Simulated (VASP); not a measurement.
# Ir in VASP: notebook

Runs on Ir. Level: PBE. Tasks: single point.

Program: VASP 6.6.1. These are calculated values, not measurements. Logs are shortened: lines on timing, memory, paths and dates and some standing lists are left out, and cuts for length are marked.

## (1) The cell of the first run

Symmetry: P4/nmm, No. 129, tetragonal system. The conventional cell has a = 2.737 Å, b = 2.737 Å, c = 3.870 Å, α = 90.00°, β = 90.00°, γ = 90.00°. Within 3.4 Å of Ir (site symmetry 4mm) lie 12 Ir at 2.61 to 2.87 Å.

## (2) Single point, PBE (atoms displaced along several vibrational modes)

File INCAR:

```
PREC = Accurate
ENCUT = 520
EDIFF = 1E-6
ISMEAR = 0
SIGMA = 0.15
LREAL = False
LASPH = True
NELM = 80
ALGO = Fast
ISIF = 2
LWAVE = False
LCHARG = False
GGA = PE
NBANDS = 16
```

File KPOINTS:

```
Automatic mesh
0
Gamma
  16 16 12
```

File POSCAR:

```
Ir
1.0
    0.0000000000     -1.9351816027     -1.9351816027
    0.0000000000      1.9351816027     -1.9351816027
    3.8703632054      0.0000000000      0.0000000000
Ir
2
Direct
    0.5000000000      0.5000000000      0.4762296211
    0.0000000000      0.0000000000      0.0237703789
```

Potentials or basis: VASP PAW PBE potentials, release 64 (Ir).

Launch:

```
cat potpaw_PBE.64/Ir/POTCAR > POTCAR
mpirun -np 1 vasp_std > vasp.out
```

OUTCAR:

```text
PREC = Accurate
   ENCUT = 520
   EDIFF = 1E-6
   ISMEAR = 0
   LREAL = False
   LASPH = True
   NELM = 80
   ISIF = 2
   GGA = PE

 ion  position               nearest neighbor table
   1  0.500  0.500  0.476-   2 2.61   2 2.61   2 2.61   2 2.61   2 2.87   2 2.87   2 2.87   2 2.87

   2  0.000  0.000  0.024-   1 2.61   1 2.61   1 2.61   1 2.61   1 2.87   1 2.87   1 2.87   1 2.87

  LATTYP: Found a simple tetragonal cell.
 ALAT       =     2.7367600682
 C/A-ratio  =     1.4142135624

  Lattice vectors:

 A1 = (   0.0000000000,  -1.9351816027,  -1.9351816027)
 A2 = (   0.0000000000,   1.9351816027,  -1.9351816027)
 A3 = (   3.8703632054,   0.0000000000,   0.0000000000)

Analysis of symmetry for initial positions (statically):
=====================================================================
 Subroutine PRICEL returns:
 Original cell was already a primitive cell.

 Routine SETGRP: Setting up the symmetry group for a
 simple tetragonal supercell.

 Subroutine GETGRP returns: Found 16 space group operations
 (whereof  8 operations were pure point group operations)
 out of a pool of 16 trial point group operations.

The static configuration has the point symmetry C_4v.
 The point group associated with its full space group is D_4h.

Analysis of symmetry for dynamics (positions and initial velocities):
=====================================================================
 Subroutine PRICEL returns:
 Original cell was already a primitive cell.

 Routine SETGRP: Setting up the symmetry group for a
 simple tetragonal supercell.

 Subroutine GETGRP returns: Found 16 space group operations
 (whereof  8 operations were pure point group operations)
 out of a pool of 16 trial point group operations.

The dynamic configuration has the point symmetry C_4v.
 The point group associated with its full space group is D_4h.

 Subroutine INISYM returns: Found 16 space group operations
 (whereof  8 operations are pure point group operations),
 and found     1 'primitive' translations

----------------------------------------------------------------------------------------

                                     Primitive cell

  volume of cell :      28.9885

  direct lattice vectors                    reciprocal lattice vectors
     0.000000000 -1.935181603 -1.935181603     0.000000000 -0.258373684 -0.258373684
     0.000000000  1.935181603 -1.935181603     0.000000000  0.258373684 -0.258373684
     3.870363205  0.000000000  0.000000000     0.258373684  0.000000000  0.000000000

  length of vectors
     2.736760068  2.736760068  3.870363205     0.365395568  0.365395568  0.258373684

  position of ions in fractional coordinates (direct lattice)
     0.500000000  0.500000000  0.476229621
     0.000000000  0.000000000  0.023770379

  ion indices of the primitive-cell ions
   primitive index   ion index
                 1           1
                 2           2

----------------------------------------------------------------------------------------

 KPOINTS: Automatic mesh

Automatic generation of k-mesh.
 Grid dimensions read from file:
 generate k-points for:   16   16   12

 Generating k-lattice:

  Cartesian coordinates                     Fractional coordinates (reciprocal lattice)
     0.000000000 -0.016148355 -0.016148355     0.062500000  0.000000000  0.000000000
     0.000000000  0.016148355 -0.016148355     0.000000000  0.062500000  0.000000000
     0.021531140  0.000000000  0.000000000     0.000000000  0.000000000  0.083333333

  Length of vectors
     0.022837223  0.022837223  0.021531140

  Shift w.r.t. Gamma in fractional coordinates (k-lattice)
     0.000000000  0.000000000  0.000000000

 Subroutine IBZKPT returns following result:
 ===========================================

 Found    315 irreducible k-points:

 Following reciprocal coordinates:
            Coordinates               Weight
  0.000000  0.000000  0.000000      1.000000
  0.062500  0.000000  0.000000      4.000000
  0.125000  0.000000  0.000000      4.000000
  0.187500  0.000000  0.000000      4.000000
  0.250000  0.000000  0.000000      4.000000
  0.312500  0.000000  0.000000      4.000000
[... 16 lines left out ...]
  0.437500  0.125000  0.000000      8.000000
  0.500000  0.125000  0.000000      4.000000
 [... further k-points ...]
   k-points           NKPTS =    315   k-points in BZ     NKDIM =    315   number of bands    NBANDS=     16
   number of dos      NEDOS =    301   number of ions     NIONS =      2
   total plane-waves  NPLWV =  12000
   dimension x,y,z NGX =    20 NGY =   20 NGZ =   30
   dimension x,y,z NGXF=    40 NGYF=   40 NGZF=   60
   ions per type =               2
   NGX,Y,Z   is equivalent  to a cutoff of  12.15, 12.15, 12.89 a.u.
   NGXF,Y,Z  is equivalent  to a cutoff of  24.30, 24.30, 25.77 a.u.
 SYSTEM =  unknown system
   PREC   = accura    normal or accurate (medium, high low for compatibility)
   ISTART =      0    job   : 0-new  1-cont  2-samecut
   ICHARG =      2    charge: 1-file 2-atom 10-const
   ISPIN  =      1    spin polarized calculation?
   LNONCOLLINEAR =      F non collinear calculations
   LSORBIT =      F    spin-orbit coupling
   LASPH  =      T    aspherical Exc in radial PAW
   ENCUT  =  520.0 eV  38.22 Ry    6.18 a.u.   5.09  5.09  7.20*2*pi/ulx,y,z
   NELM   =     80;   NELMIN=  2; NELMDL= -5     # of ELM steps
   EDIFF  = 0.1E-05   stopping-criterion for ELM
   LREAL  =      F    real-space projection
   EDIFFG = 0.1E-04   stopping-criterion for IOM
   NSW    =      0    number of steps for IOM
   IBRION =     -1    ionic relax: 0-MD 1-quasi-New 2-CG
   NFREE  =      0    steps in history (QN), initial steepest desc. (CG)
   ISIF   =      2    stress and relaxation
   ISYM   =      2    0-nonsym 1-usesym 2-fastsym
   POTIM  = 0.5000    time-step for ionic-motion
   TEBEG  =    0.0;   TEEND  =   0.0 temperature during run
   PSTRESS=    0.0 pullay stress
   NELECT =      18.0000    total number of electrons
   NUPDOWN=      -1.0000    fix difference up-down
   EMIN   =  10.00;   EMAX   =-10.00  energy-range for DOS
   EFERMI =   0.00;   METHOD = LEGACY
   ISMEAR =     0;   SIGMA  =   0.15  broadening in eV -4-tet -1-fermi 0-gaus
   EFERMI_NEDOS =   21; number of points for ismear=-14 and -15
   IALGO  =     68    algorithm
   IMIX   =      4    mixing-type and parameters
     AMIX     =   0.40;   BMIX     =  1.00
     AMIX_MAG =   1.60;   BMIX_MAG =  1.00
  volume/ion in A,a.u.               =      14.49        97.81
  Fermi-wavevector in a.u.,A,eV,Ry     =   1.396660  2.639304 26.540319  1.950658
  Thomas-Fermi vector in A             =   2.519992
   LORBIT       =      0    0 simple, 1 ext, 2 COOP (PROOUT), +10 PAW based schemes
   GGA     = PE    functional components
   LHFCALC =     F    Hartree Fock is set to
   AEXX    =    0.0000 exact exchange contribution
   IVDW    =     0    specifies the selected vdW correction
   LEPSILON=     F    determine dielectric tensor
   LRPA    =     F    only Hartree local field effects (RPA)
 non-spin polarized calculation
 RMM-DIIS sequential band-by-band and
 Gauss-broadening in eV      SIGMA  =   0.15
  energy-cutoff  :      520.00
  volume of cell :       28.99
 maximum number of plane-waves:       800
   NGX = 11   NGY = 11   NGZ = 15

 number of electron      17.9999997 magnetization

 Free energy of the ion-electron system (eV)
  ---------------------------------------------------
  ext. energy  EPLUGINS =         0.00000000
  ---------------------------------------------------
  free energy    TOTEN  =       -17.50047569 eV

  energy without entropy =      -17.47793439  energy(sigma->0) =      -17.48920504

 E-fermi :  10.0547     XC(G=0): -13.8254

 val. band max:       10.0533238363   @ k =   0.1250   0.0625   0.1667
 cond. band min:      10.0581606758   @ k =   0.4375   0.2500   0.5000
 fundamental gap:      0.0048368395
 Fermi energy:        10.0546870302

 k-point     1 :       0.0000    0.0000    0.0000
  band No.  band energies     occupation
      1      -0.8731      2.00000
      2       2.2948      2.00000
      3       2.7396      2.00000
      4       6.1921      2.00000
      5       6.1921      2.00000
      6       6.3178      2.00000
[... 8 lines left out ...]
     15      21.6430      0.00000
     16      24.4770      0.00000

 k-point     2 :       0.0625    0.0000    0.0000
  band No.  band energies     occupation
      1      -0.7593      2.00000
      2       2.3781      2.00000
      3       2.8177      2.00000
      4       6.1330      2.00000
      5       6.2299      2.00000
      6       6.3753      2.00000
[... 8 lines left out ...]
     15      21.9252      0.00000
     16      24.6883      0.00000

 k-point     3 :       0.1250    0.0000    0.0000
  band No.  band energies     occupation
      1      -0.4263      2.00000
      2       2.5843      2.00000
      3       3.0770      2.00000
      4       5.9742      2.00000
      5       6.3406      2.00000
      6       6.5171      2.00000
[... 8 lines left out ...]
     15      22.7184      0.00000
     16      25.2504      0.00000

 k-point     4 :       0.1875    0.0000    0.0000
  band No.  band energies     occupation
      1       0.1015      2.00000
      2       2.8385      2.00000
      3       3.5329      2.00000
      4       5.7642      2.00000
      5       6.5146      2.00000
      6       6.6197      2.00000
[... 8 lines left out ...]
     15      23.9046      0.00000
     16      26.0575      0.00000
[... 324 lines left out ...]
 k-point    22 :       0.3750    0.1250    0.0000
  band No.  band energies     occupation
      1       2.6467      2.00000
      2       3.9508      2.00000
      3       4.6534      2.00000
      4       5.0059      2.00000
      5       5.1509      2.00000
      6       6.5189      2.00000
[... 8 lines left out ...]
     15      24.6291      0.00000
     16      25.8266      0.00000

 k-point    23 :       0.4375    0.1250    0.0000
  band No.  band energies     occupation
      1       3.3402      2.00000
      2       4.0480      2.00000
      3       4.5315      2.00000
      4       4.6340      2.00000
      5       5.3298      2.00000
      6       6.0886      2.00000
[... 8 lines left out ...]
     15      23.9431      0.00000
     16      25.6489      0.00000

 k-point    24 :       0.5000    0.1250    0.0000
  band No.  band energies     occupation
      1       3.8891      2.00000
      2       3.8891      2.00000
      3       4.4218      2.00000
      4       4.4218      2.00000
      5       5.6783      2.00000
      6       5.6783      2.00000
[... 8 lines left out ...]
     15      24.5046      0.00000
     16      24.5046      0.00000

 [... further k-points ...]

------------------------ aborting loop because EDIFF is reached ----------------------------------------

  FORCE on cell =-STRESS in cart. coord.  units (eV):
  Direction    XX          YY          ZZ          XY          YZ          ZX
  --------------------------------------------------------------------------------------
  -------------------------------------------------------------------------------------
  Total        1.4163153      1.1516915      1.1516915     -0.0000000      0.0000000     -0.0000000
  in kB       78.2790160     63.6533944     63.6533944     -0.0000000      0.0000000     -0.0000000
  external PRESSURE =      68.5286016 kB  Pullay stress =       0.0000000 kB

 VOLUME and BASIS-vectors are now :
 -----------------------------------------------------------------------------
  energy-cutoff  :      520.00
  volume of cell :       28.99
      direct lattice vectors                 reciprocal lattice vectors
     0.000000000 -1.935181603 -1.935181603     0.000000000 -0.258373684 -0.258373684
     0.000000000  1.935181603 -1.935181603     0.000000000  0.258373684 -0.258373684
     3.870363205  0.000000000  0.000000000     0.258373684  0.000000000  0.000000000

 POSITION                                       TOTAL-FORCE (eV/Angst)
 -----------------------------------------------------------------------------------
      1.84318      0.00000     -1.93518         2.316814      0.000000      0.000000
      0.09200      0.00000      0.00000        -2.316814      0.000000      0.000000
 -----------------------------------------------------------------------------------
    total drift:                               -0.000000      0.000000      0.000000

  FREE ENERGIE OF THE ION-ELECTRON SYSTEM (eV)
  ---------------------------------------------------
  free  energy   TOTEN  =       -17.5004756864 eV

  energy  without entropy=      -17.4779343876  energy(sigma->0) =      -17.48920504
```

It took 3.7 min on 1 thread of Intel Xeon 8259CL, shared host; peak memory 0.24 GiB.

What came out:

```yaml
Free_energy: -17.5005 eV
Pressure: 6.9 GPa
Largest_force: 2.317 eV/Å
Band_gap_on_the_k_mesh: zero (bands 9 and 10 overlap by 2.60 eV)
```

Forces on the atoms (eV/Å):
```
Ir   2.317  0.000  0.000
Ir  -2.317  0.000  0.000
```

Caveat: the cell differs from its parent crystal (atoms displaced along several vibrational modes); the cell stands under pressure; spin-orbit coupling is left out, which moves the levels of the heavy elements; forces of over 1 eV/Å act on the atoms, so gaps and moduli don't describe the material at rest.

## (3) Single point, PBE (atoms displaced along several vibrational modes)

Edit INCAR of step 2 so:

```diff
@@ -2,3 +2,3 @@
 ENCUT = 520
-EDIFF = 1E-6
+EDIFF = 1E-7
 ISMEAR = 0
```

KPOINTS is that of step 2.

File POSCAR:

```
Ir
1.0
    0.0000000000     -1.9351816027     -1.9351816027
    0.0000000000      1.9351816027     -1.9351816027
    3.8703632054      0.0000000000      0.0000000000
Ir
2
Direct
    0.5159674937      0.4840325063      0.4702870263
   -0.0159674937      0.0159674937      0.0297129737
```

Potentials or basis: VASP PAW PBE potentials, release 64 (Ir).

Launch:

```
cat potpaw_PBE.64/Ir/POTCAR > POTCAR
mpirun -np 1 vasp_std > vasp.out
```

It took 3.1 min on 1 thread of Intel Xeon 6975P-C (Granite Rapids), shared host; peak memory 0.41 GiB.

It converged, with:

```yaml
Free_energy: -17.3069 eV
Pressure: 11.8 GPa
Largest_force: 3.370 eV/Å
Band_gap_on_the_k_mesh: zero (bands 9 and 10 overlap by 2.41 eV)
```

Forces in eV/Å, atoms in the order of the input:
```
Ir   3.161  1.169  0.000
Ir  -3.161 -1.169  0.000
```

Stress tensor (GPa, compression positive):
```
14.24  8.91  0.00
 8.91 12.45  0.00
 0.00  0.00  8.85
```

Levels at points of the mesh, in eV from the Fermi level:
| k point | band 6 | band 7 | band 8 | band 9 | band 10 | band 11 | band 12 | band 13 |
| --- | --- | --- | --- | --- | --- | --- | --- | --- |
| (0.00, 0.00, 0.00) | -3.62 | -1.57 | -1.48 | 0.71 | 1.14 | 1.33 | 2.27 | 9.61 |
| (0.50, 0.00, 0.00) | -3.96 | -3.07 | -3.00 | -0.98 | -0.45 | 2.31 | 2.90 | 9.94 |
| (0.50, 0.50, 0.00) | 0.61 | 1.07 | 1.09 | 1.20 | 1.27 | 1.66 | 2.04 | 9.76 |
| (0.00, 0.00, 0.50) | -2.92 | -2.54 | -1.53 | -1.22 | -1.16 | -1.00 | 0.29 | 15.19 |
| (0.50, 0.00, 0.50) | -3.70 | -1.02 | -0.81 | 0.50 | 0.75 | 0.92 | 0.99 | 6.50 |
| (0.50, 0.50, 0.50) | -4.02 | -1.55 | -1.49 | 1.22 | 1.26 | 7.03 | 7.65 | 7.66 |

Caveat: the cell differs from its parent crystal (atoms displaced along several vibrational modes); the stress differs along the axes, from 9 to 14 GPa; spin-orbit coupling is left out, which moves the levels of the heavy elements; forces of over 1 eV/Å act on the atoms, so gaps and moduli don't describe the material at rest.

## (4) Single point, PBE (atoms displaced along several vibrational modes)

File INCAR:

```
PREC = Accurate
ENCUT = 520
EDIFF = 1E-7
ISMEAR = 0
SIGMA = 0.15
LREAL = F
LASPH = T
NELM = 80
ALGO = Fast
ISIF = 2
LWAVE = F
LCHARG = F
GGA = PE
NBANDS = 16
```

KPOINTS is that of step 3.

File POSCAR:

```
Ir
1.0
    0.0000000000     -1.9351816027     -1.9351816027
    0.0000000000      1.9351816027     -1.9351816027
    3.8703632054      0.0000000000      0.0000000000
Ir
2
Direct
    0.5053224979      0.4946775021      0.4821722158
   -0.0053224979      0.0053224979      0.0178277842
```

Launch:

```
cat potpaw_PBE.64/Ir/POTCAR > POTCAR
mpirun -np 1 vasp_std > vasp.out
```

Wall time 2.9 min (1 thread of Intel Xeon 6975P-C (Granite Rapids), shared host); peak memory 0.41 GiB.

Results (log left out):

| Item | Value |
| --- | --- |
| Free energy | -17.5856 eV |
| Pressure | 4.3 GPa |
| Largest force | 1.727 eV/Å |
| Band gap on the k mesh | zero (bands 9 and 10 overlap by 2.75 eV) |

Forces in eV/Å, atoms in the order of the input:
```
Ir   1.697  0.323  0.000
Ir  -1.697 -0.323  0.000
```

Stress tensor (GPa, compression positive):
```
5.05 1.78 0.00
1.78 4.07 0.00
0.00 0.00 3.72
```

Levels at points of the mesh, in eV from the Fermi level:
| k point | band 6 | band 7 | band 8 | band 9 | band 10 | band 11 | band 12 | band 13 |
| --- | --- | --- | --- | --- | --- | --- | --- | --- |
| (0.00, 0.00, 0.00) | -3.72 | -1.30 | -1.29 | 0.82 | 1.35 | 1.36 | 1.93 | 9.98 |
| (0.50, 0.00, 0.00) | -4.13 | -2.71 | -2.69 | -1.14 | -0.92 | 2.62 | 2.80 | 10.84 |
| (0.50, 0.50, 0.00) | 0.77 | 1.30 | 1.31 | 1.35 | 1.36 | 1.70 | 1.75 | 10.03 |
| (0.00, 0.00, 0.50) | -2.39 | -2.29 | -2.09 | -1.40 | -1.39 | -0.69 | 0.10 | 16.35 |
| (0.50, 0.00, 0.50) | -3.81 | -0.79 | -0.74 | 0.76 | 0.85 | 0.87 | 0.89 | 6.86 |
| (0.50, 0.50, 0.50) | -4.25 | -1.65 | -1.65 | 1.36 | 1.36 | 7.79 | 7.89 | 8.15 |

Caveat: the cell differs from its parent crystal (atoms displaced along several vibrational modes); the cell stands under pressure; spin-orbit coupling is left out, which moves the levels of the heavy elements; forces of over 1 eV/Å act on the atoms, so gaps and moduli don't describe the material at rest.

## (5) Summary

```tsv
cell	further INCAR settings	gap on the mesh (eV)	pressure (GPa)	largest force (eV/Å)
as given, atomic positions A	ALGO = Fast; EDIFF = 1e-06; NBANDS = 16	none	6.9	2.32
as given, atomic positions B	ALGO = Fast; EDIFF = 1e-07; NBANDS = 16	none	11.8	3.37
as given, atomic positions C	ALGO = Fast; EDIFF = 1e-07; NBANDS = 16	none	4.3	1.73
```

Alike in all rows: task single point; level PBE; potentials or basis VASP PAW PBE potentials, release 64 (Ir); no spin polarisation; k mesh 16 × 16 × 12; cutoff (eV) 520; smearing gaussian 0.15 eV.

Caveats: spin-orbit coupling is left out, which moves the levels of the heavy elements; forces of over 1 eV/Å act on the atoms, so gaps and moduli don't describe the material at rest; the cell stands under pressure (at least some runs); the stress differs along the axes, from 9 to 14 GPa (at least some runs).

Absolute energies hang on the potentials; compare differences alone.
